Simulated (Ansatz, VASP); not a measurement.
## Two plane-wave programs on P

INCAR

```
SYSTEM = P
  ALGO = Normal
  EDIFF = 1E-6
  ENCUT = 520
  GGA = PS
  ISIF = 2
  ISMEAR = 0
  LASPH = .True.
  LCHARG = .True.
  LELF = .True.
  LREAL = .False.
  LVHAR = .True.
  LWAVE = .False.
  NBANDS = 30
  NELM = 100
  PREC = Accurate
  SIGMA = 0.05
```

KPOINTS

```
k-points
0
Gamma
  6 6 6
  0 0 0
```

File POSCAR:

```
P
1.0
    4.4035863329     -3.8862550863     -0.0099015391
    4.4035863329      3.8862550863     -0.0099015391
   -0.0325873965      0.0000000000      5.4266185058
P
8
Direct
    0.8512742797      0.8512742797      0.2375644293
    0.1487257203      0.1487257203      0.7624355707
    0.7191783959      0.7191783959      0.5855434286
    0.2808216041      0.2808216041      0.4144565714
    0.5015958456      0.7783891987      0.2493767515
    0.2216108013      0.4984041544      0.7506232485
    0.4984041544      0.2216108013      0.7506232485
    0.7783891987      0.5015958456      0.2493767515
```

Input for Ansatz:

```yaml
crystal:
  lattice:
    - [4.4035863329, -3.8862550863, -0.0099015391]
    - [4.4035863329, 3.8862550863, -0.0099015391]
    - [-0.0325873965, 0.0, 5.4266185058]
  atoms:
    - { symbol: P, position: [0.8512742797, 0.8512742797, 0.2375644293] }
    - { symbol: P, position: [0.1487257203, 0.1487257203, 0.7624355707] }
    - { symbol: P, position: [0.7191783959, 0.7191783959, 0.5855434286] }
    - { symbol: P, position: [0.2808216041, 0.2808216041, 0.4144565714] }
    - { symbol: P, position: [0.5015958456, 0.7783891987, 0.2493767515] }
    - { symbol: P, position: [0.2216108013, 0.4984041544, 0.7506232485] }
    - { symbol: P, position: [0.4984041544, 0.2216108013, 0.7506232485] }
    - { symbol: P, position: [0.7783891987, 0.5015958456, 0.2493767515] }
basis:
  ecutwfc: 420
kpoints:
  mp_grid: { grid: [6, 6, 6] }
hamiltonian:
  xc: pbesol
scf:
  occupations: { method: gaussian, width: 0.05 }
output:
  forces: true
  stress: true
  eigenvalues: true
  write_density: true
  write_potential: true
  elf: true
  volumetric_format: npy
```

Change from the starting cell: strain -0.025 along x and y, +0.025 along z, atoms carried along.

Alike in both runs: task single point; functional PBEsol; k mesh 6 × 6 × 6; occupations gaussian, width 0.05 eV; no spin polarisation.

|  | VASP | Ansatz |
| --- | --- | --- |
| version | VASP 6.6.1 | Ansatz 0.2.0 |
| potentials or method | VASP PAW PBE potentials, release 64 (P), cutoff 520 eV | scalar-relativistic, plane waves, PAW |
| valence electrons in the cell | 40 | 40 |

Ansatz gave:

- gap on the k mesh at the Fermi level (eV): 2.01
- least direct gap on the mesh (eV): 2.46
- pressure (GPa): 1.9
- traceless stress, the component that is largest in VASP (GPa): -4.19
- rms of the force components (eV/Å): 0.593

Question: Estimate VASP's values.

Answer: gap on the k mesh at the Fermi level (eV): 1.99; least direct gap on the mesh (eV): 2.45; pressure (GPa): 1.7; traceless stress, the component that is largest in VASP (GPa): -4.18; rms of the force components (eV/Å): 0.563.

VASP's potentials were made for PBE, not for PBEsol. Atom by atom the forces differ by 0.052 eV/Å (rms over components).
